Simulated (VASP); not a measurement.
# NbTe (P-6m2) in VASP: a series of runs

Runs on NbTe. Level: PBE. Tasks: single point.

Everything below comes from runs of VASP 6.6.1. Logs are shortened: lines on timing, memory, paths and dates and some standing lists are left out, and cuts for length are marked.

## Step 1: The cell of the first run

It takes space group P-6m2 (No. 187, hexagonal). The conventional cell has a = 3.703 Å, b = 3.703 Å, c = 3.694 Å, α = 90.00°, β = 90.00°, γ = 120.00°. Within 3.7 Å of Te (site symmetry -6m2) lie 6 Nb at 2.83 Å and 2 Te at 3.69 Å. Nb (site symmetry -6m2) has 6 Te at 2.83 Å and 2 Nb at 3.69 Å within 3.7 Å.

## Step 2: Single point, PBE

The input, INCAR:

```
ALGO = Normal
EDIFF = 1E-6
ENCUT = 520
GGA = PE
ISIF = 2
ISMEAR = 0
LASPH = True
LCHARG = True
LELF = True
LREAL = False
LVHAR = True
LWAVE = False
NBANDS = 16
NELM = 100
PREC = Accurate
SIGMA = 0.020999999999999998
```

The input, KPOINTS:

```
k-points
0
Gamma
  8 8 7
```

The input, POSCAR:

```
NbTe
1.0
    3.7029743866      0.0000000000      0.0000000000
   -1.8514871933      3.2068698884      0.0000000000
    0.0000000000      0.0000000000      3.6942110000
Te Nb
1 1
Direct
    0.6666666667      0.3333333333      0.0000000000
    0.0000000000      0.0000000000      0.5000000000
```

Potentials or basis: VASP PAW PBE potentials, release 64 (Te, Nb_sv).

Started as:

```
$ cat potpaw_PBE.64/Te/POTCAR potpaw_PBE.64/Nb_sv/POTCAR > POTCAR
$ mpirun -np 1 vasp_std > vasp.out
```

OUTCAR:

```text
EDIFF = 1E-6
   ENCUT = 520
   GGA = PE
   ISIF = 2
   ISMEAR = 0
   LASPH = True
   LREAL = False
   NELM = 100
   PREC = Accurate

 ion  position               nearest neighbor table
   1  0.667  0.333  0.000-   2 2.83   2 2.83   2 2.83   2 2.83   2 2.83   2 2.83
   2  0.000  0.000  0.500-   1 2.83   1 2.83   1 2.83   1 2.83   1 2.83   1 2.83

  LATTYP: Found a hexagonal cell.
 ALAT       =     3.7029743866
 C/A-ratio  =     0.9976334196

  Lattice vectors:

 A1 = (   3.7029743866,   0.0000000000,   0.0000000000)
 A2 = (  -1.8514871933,   3.2068698884,   0.0000000000)
 A3 = (   0.0000000000,   0.0000000000,   3.6942110000)

Analysis of symmetry for initial positions (statically):
=====================================================================
 Subroutine PRICEL returns:
 Original cell was already a primitive cell.

 Routine SETGRP: Setting up the symmetry group for a
 hexagonal supercell.

 Subroutine GETGRP returns: Found 12 space group operations
 (whereof 12 operations were pure point group operations)
 out of a pool of 24 trial point group operations.

The static configuration has the point symmetry D_3h.

Analysis of symmetry for dynamics (positions and initial velocities):
=====================================================================
 Subroutine PRICEL returns:
 Original cell was already a primitive cell.

 Routine SETGRP: Setting up the symmetry group for a
 hexagonal supercell.

 Subroutine GETGRP returns: Found 12 space group operations
 (whereof 12 operations were pure point group operations)
 out of a pool of 24 trial point group operations.

The dynamic configuration has the point symmetry D_3h.

 Subroutine INISYM returns: Found 12 space group operations
 (whereof 12 operations are pure point group operations),
 and found     1 'primitive' translations

----------------------------------------------------------------------------------------

                                     Primitive cell

  volume of cell :      43.8686

  direct lattice vectors                    reciprocal lattice vectors
     3.702974387  0.000000000  0.000000000     0.270053178  0.155915275  0.000000000
    -1.851487193  3.206869888  0.000000000     0.000000000  0.311830550  0.000000000
     0.000000000  0.000000000  3.694211000     0.000000000  0.000000000  0.270693796

  length of vectors
     3.702974387  3.702974387  3.694211000     0.311830550  0.311830550  0.270693796

  position of ions in fractional coordinates (direct lattice)
     0.666666667  0.333333333  0.000000000
     0.000000000  0.000000000  0.500000000

  ion indices of the primitive-cell ions
   primitive index   ion index
                 1           1
                 2           2

----------------------------------------------------------------------------------------

 KPOINTS: k-points

Automatic generation of k-mesh.
 Grid dimensions read from file:
 generate k-points for:    8    8    7

 Generating k-lattice:

  Cartesian coordinates                     Fractional coordinates (reciprocal lattice)
     0.033756647  0.019489409  0.000000000     0.125000000  0.000000000  0.000000000
     0.000000000  0.038978819  0.000000000     0.000000000  0.125000000  0.000000000
     0.000000000  0.000000000  0.038670542     0.000000000  0.000000000  0.142857143

  Length of vectors
     0.038978819  0.038978819  0.038670542

  Shift w.r.t. Gamma in fractional coordinates (k-lattice)
     0.000000000  0.000000000  0.000000000

 Subroutine IBZKPT returns following result:
 ===========================================

 Found     40 irreducible k-points:

 Following reciprocal coordinates:
            Coordinates               Weight
  0.000000  0.000000  0.000000      1.000000
  0.125000 -0.000000  0.000000      6.000000
  0.250000 -0.000000  0.000000      6.000000
  0.375000  0.000000  0.000000      6.000000
  0.500000 -0.000000  0.000000      3.000000
  0.125000  0.125000  0.000000      6.000000
[... 16 lines left out ...]
  0.250000 -0.000000  0.285714     12.000000
  0.375000  0.000000  0.285714     12.000000
 [... further k-points ...]
   k-points           NKPTS =     40   k-points in BZ     NKDIM =     40   number of bands    NBANDS=     16
   number of dos      NEDOS =    301   number of ions     NIONS =      2
   total plane-waves  NPLWV =  21952
   dimension x,y,z NGX =    28 NGY =   28 NGZ =   28
   dimension x,y,z NGXF=    56 NGYF=   56 NGZF=   56
   ions per type =               1   1
   NGX,Y,Z   is equivalent  to a cutoff of  12.57, 12.57, 12.60 a.u.
   NGXF,Y,Z  is equivalent  to a cutoff of  25.14, 25.14, 25.20 a.u.
 SYSTEM =  unknown system
   PREC   = accura    normal or accurate (medium, high low for compatibility)
   ISTART =      0    job   : 0-new  1-cont  2-samecut
   ICHARG =      2    charge: 1-file 2-atom 10-const
   ISPIN  =      1    spin polarized calculation?
   LNONCOLLINEAR =      F non collinear calculations
   LSORBIT =      F    spin-orbit coupling
   LASPH  =      T    aspherical Exc in radial PAW
   ENCUT  =  520.0 eV  38.22 Ry    6.18 a.u.   6.89  6.89  6.87*2*pi/ulx,y,z
   NELM   =    100;   NELMIN=  2; NELMDL= -5     # of ELM steps
   EDIFF  = 0.1E-05   stopping-criterion for ELM
   LREAL  =      F    real-space projection
   EDIFFG = 0.1E-04   stopping-criterion for IOM
   NSW    =      0    number of steps for IOM
   IBRION =     -1    ionic relax: 0-MD 1-quasi-New 2-CG
   NFREE  =      0    steps in history (QN), initial steepest desc. (CG)
   ISIF   =      2    stress and relaxation
   ISYM   =      2    0-nonsym 1-usesym 2-fastsym
   POTIM  = 0.5000    time-step for ionic-motion
   TEBEG  =    0.0;   TEEND  =   0.0 temperature during run
   PSTRESS=    0.0 pullay stress
   NELECT =      19.0000    total number of electrons
   NUPDOWN=      -1.0000    fix difference up-down
   EMIN   =  10.00;   EMAX   =-10.00  energy-range for DOS
   EFERMI =   0.00;   METHOD = LEGACY
   ISMEAR =     0;   SIGMA  =   0.02  broadening in eV -4-tet -1-fermi 0-gaus
   EFERMI_NEDOS =   21; number of points for ismear=-14 and -15
   IALGO  =     38    algorithm
   IMIX   =      4    mixing-type and parameters
     AMIX     =   0.40;   BMIX     =  1.00
     AMIX_MAG =   1.60;   BMIX_MAG =  1.00
  volume/ion in A,a.u.               =      21.93       148.02
  Fermi-wavevector in a.u.,A,eV,Ry     =   1.238630  2.340671 20.874103  1.534203
  Thomas-Fermi vector in A             =   2.373147
   LORBIT       =      0    0 simple, 1 ext, 2 COOP (PROOUT), +10 PAW based schemes
   GGA     = PE    functional components
   LHFCALC =     F    Hartree Fock is set to
   AEXX    =    0.0000 exact exchange contribution
   IVDW    =     0    specifies the selected vdW correction
   LEPSILON=     F    determine dielectric tensor
   LRPA    =     F    only Hartree local field effects (RPA)
 non-spin polarized calculation
 Gauss-broadening in eV      SIGMA  =   0.02
  energy-cutoff  :      520.00
  volume of cell :       43.87
 maximum number of plane-waves:      1190
 NGX is ok and might be reduce to    28
   NGX = 13   NGY = 13   NGZ = 13

 number of electron      18.9999998 magnetization

 Free energy of the ion-electron system (eV)
  ---------------------------------------------------
  ext. energy  EPLUGINS =         0.00000000
  ---------------------------------------------------
  free energy    TOTEN  =       -13.63413881 eV

  energy without entropy =      -13.63353695  energy(sigma->0) =      -13.63383788

 E-fermi :  11.0652     XC(G=0): -11.2768

 val. band max:       11.0534537791   @ k =   0.1250  -0.0000   0.2857
 cond. band min:      11.0806833784   @ k =   0.2500   0.1250   0.2857
 fundamental gap:      0.0272295994
 Fermi energy:        11.0652057218

 k-point     1 :       0.0000    0.0000    0.0000
  band No.  band energies     occupation
      1     -44.5604      2.00000
      2     -20.7455      2.00000
      3     -20.5663      2.00000
      4     -20.5663      2.00000
      5      -3.2124      2.00000
      6       7.8793      2.00000
[... 8 lines left out ...]
     15      16.9478      0.00000
     16      18.0378      0.00000

 k-point     2 :       0.1250   -0.0000    0.0000
  band No.  band energies     occupation
      1     -44.5591      2.00000
      2     -20.7422      2.00000
      3     -20.5860      2.00000
      4     -20.5709      2.00000
      5      -3.0246      2.00000
      6       7.0880      2.00000
[... 8 lines left out ...]
     15      16.8236      0.00000
     16      18.8046      0.00000

 k-point     3 :       0.2500   -0.0000    0.0000
  band No.  band energies     occupation
      1     -44.5560      2.00000
      2     -20.7343      2.00000
      3     -20.6332      2.00000
      4     -20.5821      2.00000
      5      -2.5139      2.00000
      6       5.6990      2.00000
[... 8 lines left out ...]
     15      17.8761      0.00000
     16      19.3671      0.00000

 k-point     4 :       0.3750    0.0000    0.0000
  band No.  band energies     occupation
      1     -44.5529      2.00000
      2     -20.7265      2.00000
      3     -20.6798      2.00000
      4     -20.5933      2.00000
      5      -1.8774      2.00000
      6       4.4073      2.00000
[... 8 lines left out ...]
     15      17.4631      0.00000
     16      19.6631      0.00000
[... 324 lines left out ...]
 k-point    22 :       0.1250   -0.0000    0.2857
  band No.  band energies     occupation
      1     -44.5560      2.00000
      2     -20.8101      2.00000
      3     -20.5789      2.00000
      4     -20.5646      2.00000
      5      -2.3530      2.00000
      6       5.0434      2.00000
[... 8 lines left out ...]
     15      17.6578      0.00000
     16      19.1045      0.00000

 k-point    23 :       0.2500   -0.0000    0.2857
  band No.  band energies     occupation
      1     -44.5529      2.00000
      2     -20.7990      2.00000
      3     -20.6236      2.00000
      4     -20.5747      2.00000
      5      -1.9844      2.00000
      6       5.2828      2.00000
[... 8 lines left out ...]
     15      17.8146      0.00000
     16      19.4990      0.00000

 k-point    24 :       0.3750    0.0000    0.2857
  band No.  band energies     occupation
      1     -44.5498      2.00000
      2     -20.7879      2.00000
      3     -20.6678      2.00000
      4     -20.5849      2.00000
      5      -1.5437      2.00000
      6       4.8043      2.00000
[... 8 lines left out ...]
     15      17.3065      0.00000
     16      19.6412      0.00000

 [... further k-points ...]
[... 5 lines left out ...]
  --------------------------------------------------------------------------------------
  -------------------------------------------------------------------------------------
  Total       -0.3365997     -0.3365997     -0.0192668      0.0000000     -0.0000000     -0.0000000
  in kB      -12.2933577    -12.2933577     -0.7036646      0.0000000     -0.0000000     -0.0000000
  external PRESSURE =      -8.4301267 kB  Pullay stress =       0.0000000 kB

 VOLUME and BASIS-vectors are now :
 -----------------------------------------------------------------------------
  energy-cutoff  :      520.00
  volume of cell :       43.87
      direct lattice vectors                 reciprocal lattice vectors
     3.702974387  0.000000000  0.000000000     0.270053178  0.155915275  0.000000000
    -1.851487193  3.206869888  0.000000000     0.000000000  0.311830550  0.000000000
     0.000000000  0.000000000  3.694211000     0.000000000  0.000000000  0.270693796

 POSITION                                       TOTAL-FORCE (eV/Angst)
 -----------------------------------------------------------------------------------
      1.85149      1.06896      0.00000         0.000000      0.000000      0.000000
      0.00000      0.00000      1.84711        -0.000000      0.000000      0.000000
 -----------------------------------------------------------------------------------
    total drift:                               -0.000000      0.000000     -0.000000

  FREE ENERGIE OF THE ION-ELECTRON SYSTEM (eV)
  ---------------------------------------------------
  free  energy   TOTEN  =       -13.6341388118 eV

  energy  without entropy=      -13.6335369496  energy(sigma->0) =      -13.63383788
```

It took 15 s on 1 thread of Intel Xeon Platinum 8488C (Sapphire Rapids), shared host; peak memory 0.17 GiB.

What came out:

| Item | Value |
| --- | --- |
| Free energy | -13.6341 eV |
| Pressure | -0.8 GPa |

Caveat: spin-orbit coupling is left out, which moves the levels of the heavy elements.

## Step 3: Single point, PBE

The input, INCAR:

```
SYSTEM = NbTe
PREC = Accurate
ENCUT = 520
EDIFF = 1E-6
ISMEAR = 0
SIGMA = 0.022
LREAL = .False.
LASPH = .True.
NELM = 80
ALGO = Normal
ISIF = 2
LWAVE = .False.
LCHARG = .False.
GGA = PE
NBANDS = 16
```

The input, KPOINTS:

```
regular mesh
0
Gamma
  8 8 7
  0 0 0
```

POSCAR is that of step 2.

Potentials or basis: VASP PAW PBE potentials, release 64 (Te, Nb_sv).

Started as:

```
$ cat potpaw_PBE.64/Te/POTCAR potpaw_PBE.64/Nb_sv/POTCAR > POTCAR
$ mpirun -np 1 vasp_std > vasp.out
```

OUTCAR:

```text
SYSTEM = NbTe
   PREC = Accurate
   ENCUT = 520
   EDIFF = 1E-6
   ISMEAR = 0
   LREAL = .False.
   LASPH = .True.
   NELM = 80
   ISIF = 2
   GGA = PE

 ion  position               nearest neighbor table
   1  0.667  0.333  0.000-   2 2.83   2 2.83   2 2.83   2 2.83   2 2.83   2 2.83
   2  0.000  0.000  0.500-   1 2.83   1 2.83   1 2.83   1 2.83   1 2.83   1 2.83

  LATTYP: Found a hexagonal cell.
 ALAT       =     3.7029743866
 C/A-ratio  =     0.9976334196

  Lattice vectors:

 A1 = (   3.7029743866,   0.0000000000,   0.0000000000)
 A2 = (  -1.8514871933,   3.2068698884,   0.0000000000)
 A3 = (   0.0000000000,   0.0000000000,   3.6942110000)

Analysis of symmetry for initial positions (statically):
=====================================================================
 Subroutine PRICEL returns:
 Original cell was already a primitive cell.

 Routine SETGRP: Setting up the symmetry group for a
 hexagonal supercell.

 Subroutine GETGRP returns: Found 12 space group operations
 (whereof 12 operations were pure point group operations)
 out of a pool of 24 trial point group operations.

The static configuration has the point symmetry D_3h.

Analysis of symmetry for dynamics (positions and initial velocities):
=====================================================================
 Subroutine PRICEL returns:
 Original cell was already a primitive cell.

 Routine SETGRP: Setting up the symmetry group for a
 hexagonal supercell.

 Subroutine GETGRP returns: Found 12 space group operations
 (whereof 12 operations were pure point group operations)
 out of a pool of 24 trial point group operations.

The dynamic configuration has the point symmetry D_3h.

 Subroutine INISYM returns: Found 12 space group operations
 (whereof 12 operations are pure point group operations),
 and found     1 'primitive' translations

----------------------------------------------------------------------------------------

                                     Primitive cell

[... 105 lines left out ...]
   ISMEAR =     0;   SIGMA  =   0.02  broadening in eV -4-tet -1-fermi 0-gaus
   EFERMI_NEDOS =   21; number of points for ismear=-14 and -15
   IALGO  =     38    algorithm
   IMIX   =      4    mixing-type and parameters
     AMIX     =   0.40;   BMIX     =  1.00
     AMIX_MAG =   1.60;   BMIX_MAG =  1.00
  volume/ion in A,a.u.               =      21.93       148.02
  Fermi-wavevector in a.u.,A,eV,Ry     =   1.238630  2.340671 20.874103  1.534203
  Thomas-Fermi vector in A             =   2.373147
   LORBIT       =      0    0 simple, 1 ext, 2 COOP (PROOUT), +10 PAW based schemes
   GGA     = PE    functional components
   LHFCALC =     F    Hartree Fock is set to
   AEXX    =    0.0000 exact exchange contribution
   IVDW    =     0    specifies the selected vdW correction
   LEPSILON=     F    determine dielectric tensor
   LRPA    =     F    only Hartree local field effects (RPA)
 non-spin polarized calculation
 Gauss-broadening in eV      SIGMA  =   0.02
  energy-cutoff  :      520.00
  volume of cell :       43.87
 maximum number of plane-waves:      1190
 NGX is ok and might be reduce to    28
   NGX = 13   NGY = 13   NGZ = 13

 number of electron      18.9999998 magnetization

 Free energy of the ion-electron system (eV)
  ---------------------------------------------------
  ext. energy  EPLUGINS =         0.00000000
  ---------------------------------------------------
  free energy    TOTEN  =       -13.63416799 eV

  energy without entropy =      -13.63351836  energy(sigma->0) =      -13.63384318

 E-fermi :  11.0650     XC(G=0): -11.2768

 val. band max:       11.0533183485   @ k =   0.1250  -0.0000   0.2857
 cond. band min:      11.0807854525   @ k =   0.2500   0.1250   0.2857
 fundamental gap:      0.0274671040
 Fermi energy:        11.0649758169

 k-point     1 :       0.0000    0.0000    0.0000
  band No.  band energies     occupation
      1     -44.5603      2.00000
      2     -20.7457      2.00000
      3     -20.5661      2.00000
      4     -20.5661      2.00000
      5      -3.2125      2.00000
      6       7.8793      2.00000
[... 433 lines left out ...]
      3     -20.6676      2.00000
      4     -20.5847      2.00000
      5      -1.5438      2.00000
      6       4.8043      2.00000
[... 8 lines left out ...]
     15      17.3064      0.00000
     16      19.6413      0.00000

 [... further k-points ...]
[... 5 lines left out ...]
  --------------------------------------------------------------------------------------
  -------------------------------------------------------------------------------------
  Total       -0.3352909     -0.3352909     -0.0226237     -0.0000000     -0.0000000     -0.0000000
  in kB      -12.2455581    -12.2455581     -0.8262668     -0.0000000     -0.0000000     -0.0000000
  external PRESSURE =      -8.4391277 kB  Pullay stress =       0.0000000 kB

 VOLUME and BASIS-vectors are now :
 -----------------------------------------------------------------------------
  energy-cutoff  :      520.00
  volume of cell :       43.87
      direct lattice vectors                 reciprocal lattice vectors
     3.702974387  0.000000000  0.000000000     0.270053178  0.155915275  0.000000000
    -1.851487193  3.206869888  0.000000000     0.000000000  0.311830550  0.000000000
     0.000000000  0.000000000  3.694211000     0.000000000  0.000000000  0.270693796

 POSITION                                       TOTAL-FORCE (eV/Angst)
 -----------------------------------------------------------------------------------
      1.85149      1.06896      0.00000         0.000000      0.000000      0.000000
      0.00000      0.00000      1.84711        -0.000000      0.000000      0.000000
 -----------------------------------------------------------------------------------
    total drift:                               -0.000000      0.000000     -0.000000

  FREE ENERGIE OF THE ION-ELECTRON SYSTEM (eV)
  ---------------------------------------------------
  free  energy   TOTEN  =       -13.6341679873 eV

  energy  without entropy=      -13.6335183643  energy(sigma->0) =      -13.63384318
```

OSZICAR:

```text
N       E                     dE             d eps       ncg     rms          rms(c)
DAV:   1     0.146934714511E+03    0.14693E+03   -0.96744E+03  1280   0.109E+03
DAV:   2    -0.415417079257E+01   -0.15109E+03   -0.14716E+03  1640   0.360E+02
DAV:   3    -0.138431257172E+02   -0.96890E+01   -0.95785E+01  2368   0.694E+01
DAV:   4    -0.140517119282E+02   -0.20859E+00   -0.20767E+00  1552   0.989E+00
DAV:   5    -0.140595024831E+02   -0.77906E-02   -0.77882E-02  2112   0.184E+00    0.701E+00
DAV:   6    -0.136590381766E+02    0.40046E+00   -0.13450E+00  1960   0.979E+00    0.305E+00
DAV:   7    -0.136399288656E+02    0.19109E-01   -0.68500E-02  1544   0.192E+00    0.164E+00
DAV:   8    -0.136340133495E+02    0.59155E-02   -0.19203E-02  1880   0.957E-01    0.208E-01
DAV:   9    -0.136341096986E+02   -0.96349E-04   -0.17721E-03  1792   0.327E-01    0.133E-01
DAV:  10    -0.136341755077E+02   -0.65809E-04   -0.28693E-04  1816   0.171E-01    0.172E-02
DAV:  11    -0.136341689039E+02    0.66037E-05   -0.24421E-05  1920   0.496E-02    0.146E-02
DAV:  12    -0.136341679873E+02    0.91666E-06   -0.10798E-06  1320   0.108E-02
   1 F= -.13634168E+02 E0= -.13633843E+02  d E =-.649623E-03
```

It took 17 s on 1 thread of Intel Xeon Platinum 8488C (Sapphire Rapids), shared host; peak memory 0.17 GiB.

What came out:

```yaml
Free_energy: -13.6342 eV
Pressure: -0.8 GPa
```

Caveat: spin-orbit coupling is left out, which moves the levels of the heavy elements.
